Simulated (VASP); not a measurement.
Set up this calculation in VASP 6.6.1, as the native input.

```
Task                   : single point
Functional             : r2SCAN
Dispersion             : D4
Potentials or basis    : VASP PAW PBE potentials, release 64 (Ru_pv)
Cutoff                 : 520 eV
k mesh                 : 12 × 12 × 12
Occupations            : fermi-dirac, width 0.1 eV
Spin                   : non-collinear spin, zero start, spin-orbit coupling
Starting moments       : [[0.0, 0.0, 0.0]] μB
Hubbard terms          : Ru d U = 2.0 eV
Dipole correction      : no
Further INCAR settings : ALGO = Normal; EDIFF = 1e-06; NBANDS = 25
```

The system is Ru.

```xyz
1
Lattice="0.0000 1.9150 1.9150 1.9150 0.0000 1.9150 1.9150 1.9150 0.0000" Properties=species:S:1:pos:R:3 pbc="T T T"
Ru    0.0000    0.0000    0.0000
```

This isn't the form of Ru at room conditions, which is hcp.

These files were run (other wordings do the same):

POSCAR

```
Ru
1.0
    0.0000000000      1.9150000000      1.9150000000
    1.9150000000      0.0000000000      1.9150000000
    1.9150000000      1.9150000000      0.0000000000
Ru
1
Direct
    0.0000000000      0.0000000000      0.0000000000
```

INCAR.step1

```
ALGO = Normal
EDIFF = 1E-4
ENCUT = 520
GGA = PE
GGA_COMPAT = F
ISMEAR = -1
LASPH = T
LCHARG = F
LDAU = T
LDAUJ = 0
LDAUL = 2
LDAUTYPE = 2
LDAUU = 2
LMAXMIX = 4
LREAL = F
LSORBIT = T
LWAVE = T
MAGMOM = 0 0 0
NBANDS = 25
NELM = 150
PREC = Accurate
SIGMA = 0.1
```

INCAR.step2

```
ALGO = Normal
EDIFF = 1E-6
ENCUT = 520
GGA_COMPAT = F
ISIF = 2
ISMEAR = -1
ISTART = 1
IVDW = 13
LASPH = T
LCHARG = F
LDAU = T
LDAUJ = 0
LDAUL = 2
LDAUPRINT = 1
LDAUTYPE = 2
LDAUU = 2
LMAXMIX = 4
LMIXTAU = T
LORBIT = 11
LORBMOM = T
LREAL = F
LSORBIT = T
LWAVE = F
MAGMOM = 0 0 0
METAGGA = R2SCAN
NBANDS = 25
NELM = 150
PREC = Accurate
SIGMA = 0.1
VDW_A1 = 0.51559235
VDW_A2 = 5.77342911
VDW_S6 = 1.0
VDW_S8 = 0.6018749
```

KPOINTS

```
k-points
0
Gamma
  12 12 12
```

Potentials or basis: VASP PAW PBE potentials, release 64 (Ru_pv).

Run with:

```console
$ cat potpaw_PBE.64/Ru_pv/POTCAR > POTCAR
$ cp INCAR.step1 INCAR
$ mpirun -np 1 vasp_ncl > vasp.out
$ cp INCAR.step2 INCAR
$ mpirun -np 1 vasp_ncl > vasp.out
```

It gave:

The pressure is -13.2 GPa and the net moment is 0.00 μB per cell. The valence electrons inside the program's atomic spheres are Ru 12.63. The dispersion energy per atom is -0.170 eV.

Caveat: the cell stands under tension; the PAW data sets were made with another functional, which shifts forces and pressure a little; the U is typed as a test and isn't derived for this compound.

Wall time 3.3 min on 1 thread of AMD EPYC 9R45 96-Core Processor (Zen 5), with other jobs on the host, peak memory 0.17 GiB.
